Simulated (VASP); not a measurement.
# InP (Fm-3m) in VASP: further runs

InP is run at these levels: PBE; tasks: single point.

All numbers are computed with VASP 6.6.1; they aren't measurements. Logs are shortened: lines on timing, memory, paths and dates and some standing lists are left out, and cuts for length are marked.

## 1. The cell of the first run

Symmetry: Fm-3m, No. 225, cubic system. Conventional cell: a = 5.227 Å, b = 5.227 Å, c = 5.227 Å, α = 90.00°, β = 90.00°, γ = 90.00°. In (site symmetry m-3m) has 6 P at 2.61 Å within 3.4 Å. P (site symmetry m-3m) has 6 In at 2.61 Å within 3.4 Å.

## 2. Single point, PBE (17.85 Å³/atom)

INCAR

```
ALGO = Normal ; EDIFF = 1E-7
ENCUT = 520 ; GGA = PE
ISIF = 2 ; ISMEAR = 0
LASPH = True ; LCHARG = True
LELF = True ; LREAL = False
LVHAR = True ; LWAVE = False
NBANDS = 16 ; NELM = 100
PREC = Accurate ; SIGMA = 0.05
```

KPOINTS

```
k-points
0
Gamma
  14 14 14
```

POSCAR

```
InP
1.0
    0.0000000000      2.6136184432      2.6136184432
    2.6136184432      0.0000000000      2.6136184432
    2.6136184432      2.6136184432      0.0000000000
In P
1 1
Direct
    0.0000000000      0.0000000000      0.0000000000
    0.5000000000      0.5000000000      0.5000000000
```

Potentials or basis: VASP PAW PBE potentials, release 64 (In_d, P).

Started as:

```
cat potpaw_PBE.64/In_d/POTCAR potpaw_PBE.64/P/POTCAR > POTCAR
mpirun -np 1 vasp_std > vasp.out
```

OUTCAR:

```text
EDIFF = 1E-7
   ENCUT = 520
   GGA = PE
   ISIF = 2
   ISMEAR = 0
   LASPH = True
   LREAL = False
   NELM = 100
   PREC = Accurate

 ion  position               nearest neighbor table
   1  0.000  0.000  0.000-   2 2.61   2 2.61   2 2.61   2 2.61   2 2.61   2 2.61
   2  0.500  0.500  0.500-   1 2.61   1 2.61   1 2.61   1 2.61   1 2.61   1 2.61

  LATTYP: Found a face centered cubic cell.
 ALAT       =     5.2272368864

  Lattice vectors:

 A1 = (   0.0000000000,   2.6136184432,   2.6136184432)
 A2 = (   2.6136184432,   0.0000000000,   2.6136184432)
 A3 = (   2.6136184432,   2.6136184432,   0.0000000000)

Analysis of symmetry for initial positions (statically):
=====================================================================
 Subroutine PRICEL returns:
 Original cell was already a primitive cell.

 Routine SETGRP: Setting up the symmetry group for a
 face centered cubic supercell.

 Subroutine GETGRP returns: Found 48 space group operations
 (whereof 48 operations were pure point group operations)
 out of a pool of 48 trial point group operations.

The static configuration has the point symmetry O_h .

Analysis of symmetry for dynamics (positions and initial velocities):
=====================================================================
 Subroutine PRICEL returns:
 Original cell was already a primitive cell.

 Routine SETGRP: Setting up the symmetry group for a
 face centered cubic supercell.

 Subroutine GETGRP returns: Found 48 space group operations
 (whereof 48 operations were pure point group operations)
 out of a pool of 48 trial point group operations.

The dynamic configuration has the point symmetry O_h .

 Subroutine INISYM returns: Found 48 space group operations
 (whereof 48 operations are pure point group operations),
 and found     1 'primitive' translations

----------------------------------------------------------------------------------------

                                     Primitive cell

  volume of cell :      35.7073

  direct lattice vectors                    reciprocal lattice vectors
     0.000000000  2.613618443  2.613618443    -0.191305660  0.191305660  0.191305660
     2.613618443  0.000000000  2.613618443     0.191305660 -0.191305660  0.191305660
     2.613618443  2.613618443  0.000000000     0.191305660  0.191305660 -0.191305660

  length of vectors
     3.696214649  3.696214649  3.696214649     0.331351122  0.331351122  0.331351122

  position of ions in fractional coordinates (direct lattice)
     0.000000000  0.000000000  0.000000000
     0.500000000  0.500000000  0.500000000

  ion indices of the primitive-cell ions
   primitive index   ion index
                 1           1
                 2           2

----------------------------------------------------------------------------------------

 KPOINTS: k-points

Automatic generation of k-mesh.
 Grid dimensions read from file:
 generate k-points for:   14   14   14

 Generating k-lattice:

  Cartesian coordinates                     Fractional coordinates (reciprocal lattice)
    -0.013664690  0.013664690  0.013664690     0.071428571  0.000000000  0.000000000
     0.013664690 -0.013664690  0.013664690     0.000000000  0.071428571  0.000000000
     0.013664690  0.013664690 -0.013664690     0.000000000  0.000000000  0.071428571

  Length of vectors
     0.023667937  0.023667937  0.023667937

  Shift w.r.t. Gamma in fractional coordinates (k-lattice)
     0.000000000  0.000000000  0.000000000

 Subroutine IBZKPT returns following result:
 ===========================================

 Found    104 irreducible k-points:

 Following reciprocal coordinates:
            Coordinates               Weight
  0.000000  0.000000  0.000000      1.000000
  0.071429  0.000000  0.000000      8.000000
  0.142857  0.000000  0.000000      8.000000
  0.214286  0.000000  0.000000      8.000000
  0.285714  0.000000  0.000000      8.000000
  0.357143  0.000000  0.000000      8.000000
[... 16 lines left out ...]
  0.214286  0.142857  0.000000     24.000000
  0.285714  0.142857  0.000000     24.000000
 [... further k-points ...]
   k-points           NKPTS =    104   k-points in BZ     NKDIM =    104   number of bands    NBANDS=     16
   number of dos      NEDOS =    301   number of ions     NIONS =      2
   total plane-waves  NPLWV =  21952
   dimension x,y,z NGX =    28 NGY =   28 NGZ =   28
   dimension x,y,z NGXF=    56 NGYF=   56 NGZF=   56
   ions per type =               1   1
   NGX,Y,Z   is equivalent  to a cutoff of  12.59, 12.59, 12.59 a.u.
   NGXF,Y,Z  is equivalent  to a cutoff of  25.19, 25.19, 25.19 a.u.
 SYSTEM =  unknown system
   PREC   = accura    normal or accurate (medium, high low for compatibility)
   ISTART =      0    job   : 0-new  1-cont  2-samecut
   ICHARG =      2    charge: 1-file 2-atom 10-const
   ISPIN  =      1    spin polarized calculation?
   LNONCOLLINEAR =      F non collinear calculations
   LSORBIT =      F    spin-orbit coupling
   LASPH  =      T    aspherical Exc in radial PAW
   ENCUT  =  520.0 eV  38.22 Ry    6.18 a.u.   6.87  6.87  6.87*2*pi/ulx,y,z
   NELM   =    100;   NELMIN=  2; NELMDL= -5     # of ELM steps
   EDIFF  = 0.1E-06   stopping-criterion for ELM
   LREAL  =      F    real-space projection
   EDIFFG = 0.1E-05   stopping-criterion for IOM
   NSW    =      0    number of steps for IOM
   IBRION =     -1    ionic relax: 0-MD 1-quasi-New 2-CG
   NFREE  =      0    steps in history (QN), initial steepest desc. (CG)
   ISIF   =      2    stress and relaxation
   ISYM   =      2    0-nonsym 1-usesym 2-fastsym
   POTIM  = 0.5000    time-step for ionic-motion
   TEBEG  =    0.0;   TEEND  =   0.0 temperature during run
   PSTRESS=    0.0 pullay stress
   NELECT =      18.0000    total number of electrons
   NUPDOWN=      -1.0000    fix difference up-down
   EMIN   =  10.00;   EMAX   =-10.00  energy-range for DOS
   EFERMI =   0.00;   METHOD = LEGACY
   ISMEAR =     0;   SIGMA  =   0.05  broadening in eV -4-tet -1-fermi 0-gaus
   EFERMI_NEDOS =   21; number of points for ismear=-14 and -15
   IALGO  =     38    algorithm
   IMIX   =      4    mixing-type and parameters
     AMIX     =   0.40;   BMIX     =  1.00
     AMIX_MAG =   1.60;   BMIX_MAG =  1.00
  volume/ion in A,a.u.               =      17.85       120.48
  Fermi-wavevector in a.u.,A,eV,Ry     =   1.302907  2.462138 23.096803  1.697567
  Thomas-Fermi vector in A             =   2.433944
   LORBIT       =      0    0 simple, 1 ext, 2 COOP (PROOUT), +10 PAW based schemes
   GGA     = PE    functional components
   LHFCALC =     F    Hartree Fock is set to
   AEXX    =    0.0000 exact exchange contribution
   IVDW    =     0    specifies the selected vdW correction
   LEPSILON=     F    determine dielectric tensor
   LRPA    =     F    only Hartree local field effects (RPA)
 non-spin polarized calculation
 Gauss-broadening in eV      SIGMA  =   0.05
  energy-cutoff  :      520.00
  volume of cell :       35.71
 maximum number of plane-waves:       982
   NGX = 13   NGY = 13   NGZ = 13

 number of electron      18.0000003 magnetization

 Free energy of the ion-electron system (eV)
  ---------------------------------------------------
  ext. energy  EPLUGINS =         0.00000000
  ---------------------------------------------------
  free energy    TOTEN  =        -7.56491910 eV

  energy without entropy =       -7.56370943  energy(sigma->0) =       -7.56431427

 E-fermi :   9.3289     XC(G=0): -11.2189

 val. band max:        9.3090914775   @ k =  -0.3571   0.1429   0.0000
 cond. band min:       9.3359960207   @ k =  -0.1429   0.0714   0.0000
 fundamental gap:      0.0269045432
 Fermi energy:         9.3288790297

 k-point     1 :       0.0000    0.0000    0.0000
  band No.  band energies     occupation
      1      -5.1483      2.00000
      2      -5.1483      2.00000
      3      -5.1154      2.00000
      4      -5.1154      2.00000
      5      -5.1154      2.00000
      6      -4.0860      2.00000
[... 8 lines left out ...]
     15      18.9493      0.00000
     16      18.9493      0.00000

 k-point     2 :       0.0714    0.0000    0.0000
  band No.  band energies     occupation
      1      -5.1525      2.00000
      2      -5.1525      2.00000
      3      -5.1163      2.00000
      4      -5.1098      2.00000
      5      -5.1098      2.00000
      6      -4.0092      2.00000
[... 8 lines left out ...]
     15      18.0234      0.00000
     16      18.7329      0.00000

 k-point     3 :       0.1429    0.0000    0.0000
  band No.  band energies     occupation
      1      -5.1674      2.00000
      2      -5.1674      2.00000
      3      -5.1202      2.00000
      4      -5.0910      2.00000
      5      -5.0910      2.00000
      6      -3.7792      2.00000
[... 8 lines left out ...]
     15      17.5453      0.00000
     16      18.4496      0.00000

 k-point     4 :       0.2143    0.0000    0.0000
  band No.  band energies     occupation
      1      -5.1906      2.00000
      2      -5.1906      2.00000
      3      -5.1280      2.00000
      4      -5.0616      2.00000
      5      -5.0616      2.00000
      6      -3.4004      2.00000
[... 8 lines left out ...]
     15      17.9694      0.00000
     16      18.3035      0.00000
[... 324 lines left out ...]
 k-point    22 :       0.1429    0.1429    0.0000
  band No.  band energies     occupation
      1      -5.2255      2.00000
      2      -5.1349      2.00000
      3      -5.1329      2.00000
      4      -5.0815      2.00000
      5      -5.0815      2.00000
      6      -3.6499      2.00000
[... 8 lines left out ...]
     15      20.1083      0.00000
     16      20.3779      0.00000

 k-point    23 :       0.2143    0.1429    0.0000
  band No.  band energies     occupation
      1      -5.2697      2.00000
      2      -5.1414      2.00000
      3      -5.1363      2.00000
      4      -5.0655      2.00000
      5      -5.0563      2.00000
      6      -3.3480      2.00000
[... 8 lines left out ...]
     15      19.7084      0.00000
     16      20.4249      0.00000

 k-point    24 :       0.2857    0.1429    0.0000
  band No.  band energies     occupation
      1      -5.3084      2.00000
      2      -5.1543      2.00000
      3      -5.1427      2.00000
      4      -5.0509      2.00000
      5      -5.0223      2.00000
      6      -2.9045      2.00000
[... 8 lines left out ...]
     15      19.9388      0.00000
     16      20.3641      0.00000

 [... further k-points ...]

------------------------ aborting loop because EDIFF is reached ----------------------------------------

  FORCE on cell =-STRESS in cart. coord.  units (eV):
  Direction    XX          YY          ZZ          XY          YZ          ZX
  --------------------------------------------------------------------------------------
  -------------------------------------------------------------------------------------
  Total        4.3290818      4.3290818      4.3290818     -0.0000000     -0.0000000     -0.0000000
  in kB      194.2449865    194.2449865    194.2449865     -0.0000000     -0.0000000     -0.0000000
  external PRESSURE =     194.2449865 kB  Pullay stress =       0.0000000 kB

 VOLUME and BASIS-vectors are now :
 -----------------------------------------------------------------------------
  energy-cutoff  :      520.00
  volume of cell :       35.71
      direct lattice vectors                 reciprocal lattice vectors
     0.000000000  2.613618443  2.613618443    -0.191305660  0.191305660  0.191305660
     2.613618443  0.000000000  2.613618443     0.191305660 -0.191305660  0.191305660
     2.613618443  2.613618443  0.000000000     0.191305660  0.191305660 -0.191305660

 POSITION                                       TOTAL-FORCE (eV/Angst)
 -----------------------------------------------------------------------------------
      0.00000      0.00000      0.00000         0.000000      0.000000     -0.000000
      2.61362      2.61362      2.61362        -0.000000     -0.000000      0.000000
 -----------------------------------------------------------------------------------
    total drift:                               -0.000000      0.000000      0.000000

  FREE ENERGIE OF THE ION-ELECTRON SYSTEM (eV)
  ---------------------------------------------------
  free  energy   TOTEN  =        -7.5649191046 eV

  energy  without entropy=       -7.5637094343  energy(sigma->0) =       -7.56431427
```

Wall time 43 s (1 thread of Intel Xeon Platinum 8488C (Sapphire Rapids), shared host); peak memory 0.19 GiB.

Results:

```
Free energy            : -7.5649 eV
Pressure               : 19.4 GPa
Band gap on the k mesh : zero (bands 9 and 10 overlap by 2.67 eV)
```

Levels at points of the mesh, in eV from the Fermi level:
```csv
k point,band 5,band 6,band 7,band 8,band 9,band 10,band 11,band 12,band 13,band 14
"(0.00, 0.00, 0.00)",-14.44,-13.41,-0.41,-0.41,-0.41,2.11,7.15,7.15,7.15,9.32
"(0.50, 0.00, 0.00)",-14.30,-10.74,-7.60,0.24,0.24,2.58,3.36,3.36,6.66,11.63
"(0.50, 0.50, 0.00)",-14.24,-8.98,-6.09,-2.93,-2.93,-2.27,3.49,11.46,11.46,11.71
```

Caveat: the cell stands under pressure; spin-orbit coupling is left out, which moves the levels of the heavy elements.

## 3. Single point, PBE (18.70 Å³/atom)

This run uses another cell than the first one, of 18.70 Å³/atom.

INCAR

```
PREC     = Accurate       # precision mode
ENCUT    = 520            # plane-wave cutoff, eV
EDIFF    = 1E-7           # SCF threshold, eV
ISMEAR   = 0              # smearing method
SIGMA    = 0.05           # smearing width, eV
LREAL    = F              # projectors in reciprocal space
LASPH    = T              # aspherical terms in the spheres
NELM     = 60             # most SCF steps
ALGO     = Normal         # electronic algorithm
ISIF     = 2              # what is computed and relaxed
LWAVE    = F              # write WAVECAR
LCHARG   = T              # write CHGCAR
GGA      = PE             # functional
LELF     = T              # ELF
LVHAR    = T            
NBANDS   = 16             # bands
```

KPOINTS

```
Automatic mesh
0
Gamma
  14 14 14
```

POSCAR

```
InP
1.0
    0.0000000000      2.6544628286      2.6544628286
    2.6544628286      0.0000000000      2.6544628286
    2.6544628286      2.6544628286      0.0000000000
In P
1 1
Direct
    0.0000000000      0.0000000000      0.0000000000
    0.5000000000      0.5000000000      0.5000000000
```

Potentials or basis: VASP PAW PBE potentials, release 64 (In_d, P).

Started as:

```
cat potpaw_PBE.64/In_d/POTCAR potpaw_PBE.64/P/POTCAR > POTCAR
mpirun -np 1 vasp_std > vasp.out
```

Run time: 45 s. Hardware: 1 thread of Intel Xeon Platinum 8488C (Sapphire Rapids), shared host; peak memory 0.2 GiB.

Results (log left out):

* Free energy: -7.7349 eV
* Pressure: 12.7 GPa
* Band gap on the k mesh: zero (bands 9 and 10 overlap by 2.71 eV)

Levels at points of the mesh, in eV from the Fermi level:
| k point | band 7 | band 8 | band 9 | band 10 | band 11 | band 12 |
| --- | --- | --- | --- | --- | --- | --- |
| (0.00, 0.00, 0.00) | -0.36 | -0.36 | -0.36 | 1.66 | 7.15 | 7.15 |
| (0.50, 0.00, 0.00) | -7.31 | 0.22 | 0.22 | 2.58 | 3.39 | 3.39 |
| (0.50, 0.50, 0.00) | -5.75 | -2.75 | -2.75 | -2.32 | 3.60 | 11.03 |

Caveat: the cell stands under pressure; spin-orbit coupling is left out, which moves the levels of the heavy elements.
